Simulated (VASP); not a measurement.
# C (P6_3/mmc) in VASP: further runs, part 2 of 2

VASP 6.6.1.

## (5) Single point, PBE

This run uses another cell than the first one, of 7.61 Å³/atom, 1.581 times its volume.

Contents of INCAR:

```
PREC = Accurate
ENCUT = 600
EDIFF = 1E-6
ISMEAR = -1
SIGMA = 0.1
LREAL = False
LASPH = True
NELM = 120
ALGO = Normal
ISIF = 2
LWAVE = False
LCHARG = True
GGA = PE
LELF = True
LVHAR = True
NBANDS = 16
GGA_COMPAT = False
```

Contents of KPOINTS:

```
regular mesh
0
Gamma
  15 15 5
```

Contents of POSCAR:

```
C
1.0
    2.4413550326      0.0000000000      0.0000000000
   -1.2206775163      2.1142754779      0.0000000000
    0.0000000000      0.0000000000      5.8964449019
C
4
Direct
    0.0000000000      0.0000000000      0.2500000000
    0.0000000000      0.0000000000      0.7500000000
    0.3333333333      0.6666666667      0.2500000000
    0.6666666667      0.3333333333      0.7500000000
```

Potentials or basis: VASP PAW PBE potentials, release 64 (C).

On the command line:

```bash
> cat potpaw_PBE.64/C/POTCAR > POTCAR
> mpirun -np 1 vasp_std > vasp.out
```

OUTCAR:

```text
PREC = Accurate
   ENCUT = 600
   EDIFF = 1E-6
   ISMEAR = -1
   LREAL = False
   LASPH = True
   NELM = 120
   ISIF = 2
   GGA = PE

 ion  position               nearest neighbor table
   1  0.000  0.000  0.250-   3 1.41   3 1.41   3 1.41
   2  0.000  0.000  0.750-   4 1.41   4 1.41   4 1.41
   3  0.333  0.667  0.250-   1 1.41   1 1.41   1 1.41
   4  0.667  0.333  0.750-   2 1.41   2 1.41   2 1.41

  LATTYP: Found a hexagonal cell.
 ALAT       =     2.4413550326
 C/A-ratio  =     2.4152345002

  Lattice vectors:

 A1 = (   2.4413550326,   0.0000000000,   0.0000000000)
 A2 = (  -1.2206775163,   2.1142754779,   0.0000000000)
 A3 = (   0.0000000000,   0.0000000000,   5.8964449019)

Analysis of symmetry for initial positions (statically):
=====================================================================
 Subroutine PRICEL returns:
 Original cell was already a primitive cell.

 Routine SETGRP: Setting up the symmetry group for a
 hexagonal supercell.

 Subroutine GETGRP returns: Found 24 space group operations
 (whereof 12 operations were pure point group operations)
 out of a pool of 24 trial point group operations.

The static configuration has the point symmetry D_3d.
 The point group associated with its full space group is D_6h.

Analysis of symmetry for dynamics (positions and initial velocities):
=====================================================================
 Subroutine PRICEL returns:
 Original cell was already a primitive cell.

 Routine SETGRP: Setting up the symmetry group for a
 hexagonal supercell.

 Subroutine GETGRP returns: Found 24 space group operations
 (whereof 12 operations were pure point group operations)
 out of a pool of 24 trial point group operations.

The dynamic configuration has the point symmetry D_3d.
 The point group associated with its full space group is D_6h.

 Subroutine INISYM returns: Found 24 space group operations
 (whereof 12 operations are pure point group operations),
 and found     1 'primitive' translations

----------------------------------------------------------------------------------------

                                     Primitive cell

  volume of cell :      30.4357

  direct lattice vectors                    reciprocal lattice vectors
     2.441355033  0.000000000  0.000000000     0.409608593  0.236487631  0.000000000
    -1.220677516  2.114275478  0.000000000     0.000000000  0.472975263  0.000000000
     0.000000000  0.000000000  5.896444902     0.000000000  0.000000000  0.169593716

  length of vectors
     2.441355033  2.441355033  5.896444902     0.472975263  0.472975263  0.169593716

  position of ions in fractional coordinates (direct lattice)
     0.000000000  0.000000000  0.250000000
     0.000000000  0.000000000  0.750000000
     0.333333333  0.666666667  0.250000000
     0.666666667  0.333333333  0.750000000

  ion indices of the primitive-cell ions
   primitive index   ion index
                 1           1
                 2           2
                 3           3
[... 22 lines left out ...]

 Subroutine IBZKPT returns following result:
 ===========================================

 Found     81 irreducible k-points:

 Following reciprocal coordinates:
            Coordinates               Weight
  0.000000  0.000000  0.000000      1.000000
  0.066667 -0.000000  0.000000      6.000000
  0.133333 -0.000000  0.000000      6.000000
  0.200000 -0.000000  0.000000      6.000000
  0.266667 -0.000000  0.000000      6.000000
  0.333333 -0.000000  0.000000      6.000000
[... 16 lines left out ...]
  0.333333  0.200000  0.000000     12.000000
  0.400000  0.200000  0.000000      6.000000
 [... further k-points ...]
   k-points           NKPTS =     81   k-points in BZ     NKDIM =     81   number of bands    NBANDS=     16
   number of dos      NEDOS =    301   number of ions     NIONS =      4
   total plane-waves  NPLWV =  19200
   dimension x,y,z NGX =    20 NGY =   20 NGZ =   48
   dimension x,y,z NGXF=    40 NGYF=   40 NGZF=   96
   ions per type =               4
   NGX,Y,Z   is equivalent  to a cutoff of  13.62, 13.62, 13.53 a.u.
   NGXF,Y,Z  is equivalent  to a cutoff of  27.24, 27.24, 27.07 a.u.
 SYSTEM =  unknown system
   PREC   = accura    normal or accurate (medium, high low for compatibility)
   ISTART =      0    job   : 0-new  1-cont  2-samecut
   ICHARG =      2    charge: 1-file 2-atom 10-const
   ISPIN  =      1    spin polarized calculation?
   LNONCOLLINEAR =      F non collinear calculations
   LSORBIT =      F    spin-orbit coupling
   LASPH  =      T    aspherical Exc in radial PAW
   ENCUT  =  600.0 eV  44.10 Ry    6.64 a.u.   4.88  4.88 11.78*2*pi/ulx,y,z
   NELM   =    120;   NELMIN=  2; NELMDL= -5     # of ELM steps
   EDIFF  = 0.1E-05   stopping-criterion for ELM
   LREAL  =      F    real-space projection
   EDIFFG = 0.1E-04   stopping-criterion for IOM
   NSW    =      0    number of steps for IOM
   IBRION =     -1    ionic relax: 0-MD 1-quasi-New 2-CG
   NFREE  =      0    steps in history (QN), initial steepest desc. (CG)
   ISIF   =      2    stress and relaxation
   ISYM   =      2    0-nonsym 1-usesym 2-fastsym
   POTIM  = 0.5000    time-step for ionic-motion
   TEBEG  =    0.0;   TEEND  =   0.0 temperature during run
   PSTRESS=    0.0 pullay stress
   NELECT =      16.0000    total number of electrons
   NUPDOWN=      -1.0000    fix difference up-down
   EMIN   =  10.00;   EMAX   =-10.00  energy-range for DOS
   EFERMI =   0.00;   METHOD = LEGACY
   ISMEAR =    -1;   SIGMA  =   0.10  broadening in eV -4-tet -1-fermi 0-gaus
   EFERMI_NEDOS =   21; number of points for ismear=-14 and -15
   IALGO  =     38    algorithm
   IMIX   =      4    mixing-type and parameters
     AMIX     =   0.40;   BMIX     =  1.00
     AMIX_MAG =   1.60;   BMIX_MAG =  1.00
  volume/ion in A,a.u.               =       7.61        51.35
  Fermi-wavevector in a.u.,A,eV,Ry     =   1.321257  2.496813 23.751957  1.745720
  Thomas-Fermi vector in A             =   2.451024
   LORBIT       =      0    0 simple, 1 ext, 2 COOP (PROOUT), +10 PAW based schemes
   GGA     = PE    functional components
   LHFCALC =     F    Hartree Fock is set to
   AEXX    =    0.0000 exact exchange contribution
   IVDW    =     0    specifies the selected vdW correction
   LEPSILON=     F    determine dielectric tensor
   LRPA    =     F    only Hartree local field effects (RPA)
 non-spin polarized calculation
  energy-cutoff  :      600.00
  volume of cell :       30.44
 maximum number of plane-waves:      1038
 NGX is ok and might be reduce to    20
   NGX =  9   NGY =  9   NGZ = 23

 number of electron      16.0000001 magnetization

 Free energy of the ion-electron system (eV)
  ---------------------------------------------------
  ext. energy  EPLUGINS =         0.00000000
  ---------------------------------------------------
  free energy    TOTEN  =       -36.62315263 eV

  energy without entropy =      -36.62032178  energy(sigma->0) =      -36.62173721

 E-fermi :   6.0371     XC(G=0): -11.2790

 val. band max:        6.0103280986   @ k =   0.3333   0.3333   0.2000
 cond. band min:       6.0836043172   @ k =   0.3333   0.3333   0.4000
 fundamental gap:      0.0732762186
 Fermi energy:         6.0371092783

 k-point     1 :       0.0000    0.0000    0.0000
  band No.  band energies     occupation
      1     -14.0189      2.00000
      2     -13.2677      2.00000
      3      -3.2934      2.00000
      4       0.2888      2.00000
      5       3.0805      2.00000
      6       3.0805      2.00000
[... 433 lines left out ...]
      3      -6.7539      2.00000
      4      -6.5927      2.00000
      5      -2.9872      2.00000
      6      -2.6948      2.00000
[... 8 lines left out ...]
     15      18.8003      0.00000
     16      19.3264      0.00000

 [... further k-points ...]

------------------------ aborting loop because EDIFF is reached ----------------------------------------

  FORCE on cell =-STRESS in cart. coord.  units (eV):
  Direction    XX          YY          ZZ          XY          YZ          ZX
  --------------------------------------------------------------------------------------
  -------------------------------------------------------------------------------------
  Total        2.6742975      2.6742975      2.5449959     -0.0000000      0.0000000      0.0000000
  in kB      140.7788920    140.7788920    133.9722661     -0.0000000      0.0000000      0.0000000
  external PRESSURE =     138.5100167 kB  Pullay stress =       0.0000000 kB

 VOLUME and BASIS-vectors are now :
 -----------------------------------------------------------------------------
  energy-cutoff  :      600.00
  volume of cell :       30.44
      direct lattice vectors                 reciprocal lattice vectors
     2.441355033  0.000000000  0.000000000     0.409608593  0.236487631  0.000000000
    -1.220677516  2.114275478  0.000000000     0.000000000  0.472975263  0.000000000
     0.000000000  0.000000000  5.896444902     0.000000000  0.000000000  0.169593716

 POSITION                                       TOTAL-FORCE (eV/Angst)
 -----------------------------------------------------------------------------------
      0.00000      0.00000      1.47411         0.000000     -0.000000      0.000000
      0.00000      0.00000      4.42233        -0.000000      0.000000     -0.000000
     -0.00000      1.40952      1.47411         0.000000     -0.000000     -0.000000
      1.22068      0.70476      4.42233        -0.000000      0.000000      0.000000
 -----------------------------------------------------------------------------------
    total drift:                               -0.000000      0.000000      0.000000

  FREE ENERGIE OF THE ION-ELECTRON SYSTEM (eV)
  ---------------------------------------------------
  free  energy   TOTEN  =       -36.6231526323 eV

  energy  without entropy=      -36.6203217795  energy(sigma->0) =      -36.62173721
```

stdout:

```text
POSCAR found type information on POSCAR C
 POSCAR found :  1 types and       4 ions
 scaLAPACK will be used
 LDA part: xc-table for (Slater+PW92), standard interpolation
 POSCAR, INCAR and KPOINTS ok, starting setup
 FFT: planning ... GRIDC
 FFT: planning ... GRID_SOFT
 FFT: planning ... GRID
 WAVECAR not read
 entering main loop
```

It took 16 s on 1 thread of Intel Xeon 6975P-C (Granite Rapids), shared host; peak memory 0.16 GiB.

Results:

```
Free energy            : -36.6232 eV
Pressure               : 13.9 GPa
Band gap on the k mesh : zero (band 8 reaches 6.08 eV, above the bottom of band 9 at 5.97 eV)
```

Stress tensor (GPa, compression positive):
```
14.08  0.00  0.00
 0.00 14.08  0.00
 0.00  0.00 13.40
```

## (6) Single point, PBE

This run uses another cell than the first one, of 9.85 Å³/atom, 2.047 times its volume.

Contents of INCAR:

```
SYSTEM = C
ALGO = Normal
EDIFF = 1E-6
ENCUT = 600
GGA = PE
GGA_COMPAT = .False.
ISIF = 2
ISMEAR = -1
LASPH = .True.
LCHARG = .False.
LREAL = .False.
LWAVE = .False.
NBANDS = 16
NELM = 120
PREC = Accurate
SIGMA = 0.1
```

Contents of KPOINTS:

```
k-points
0
Gamma
  15 15 5
  0 0 0
```

Contents of POSCAR:

```
C
1.0
    2.4644764848      0.0000000000      0.0000000000
   -1.2322382424      2.1342992429      0.0000000000
    0.0000000000      0.0000000000      7.4881843723
C
4
Direct
    0.0000000000      0.0000000000      0.2500000000
    0.0000000000      0.0000000000      0.7500000000
    0.3333333333      0.6666666667      0.2500000000
    0.6666666667      0.3333333333      0.7500000000
```

Potentials or basis: VASP PAW PBE potentials, release 64 (C).

On the command line:

```bash
> cat potpaw_PBE.64/C/POTCAR > POTCAR
> mpirun -np 1 vasp_std > vasp.out
```

It took 20 s on 1 thread of Intel Xeon 6975P-C (Granite Rapids), shared host; peak memory 0.18 GiB.

The run converged. Its results:

- Free energy: -36.9024 eV
- Pressure: 0.8 GPa
- Band gap on the k mesh: zero (band 8 reaches 3.77 eV, above the bottom of band 9 at 3.77 eV)

Stress tensor (GPa, compression positive):
```
1.00 0.00 0.00
0.00 1.00 0.00
0.00 0.00 0.53
```

Levels at points of the mesh, in eV from the Fermi level:
```
           k point  band 4  band 5  band 6  band 7  band 8  band 9  band 10  band 11  band 12  band 13
(0.00, 0.00, 0.00)   -7.05   -3.03   -3.03   -3.03   -3.03    3.56     8.28     8.32     8.32     8.34
```

Caveat: this functional lacks dispersion, which binds the layers, so the pressure and a relaxed spacing across them are unreliable.

## (7) Summary

```csv
cell,gap on the mesh (eV),pressure (GPa)
"a = 2.294, b = 2.294, c = 4.224 Å, angles 90.0, 90.0, 120.0°, 4 atoms",none,187.6
"a = 2.355, b = 2.355, c = 4.660 Å, angles 90.0, 90.0, 120.0°, 4 atoms",none,95.7
"a = 2.441, b = 2.441, c = 5.896 Å, angles 90.0, 90.0, 120.0°, 4 atoms",none,13.9
"a = 2.464, b = 2.464, c = 7.488 Å, angles 90.0, 90.0, 120.0°, 4 atoms",none,0.8
```

Alike in all rows: task single point; level PBE; potentials or basis VASP PAW PBE potentials, release 64 (C); no spin polarisation; k mesh 15 × 15 × 5; cutoff (eV) 600; smearing fermi-dirac 0.1 eV.

Caveats: this functional lacks dispersion, which binds the layers, so the pressure and a relaxed spacing across them are unreliable (some runs).

Absolute energies hang on the potentials; compare differences alone.
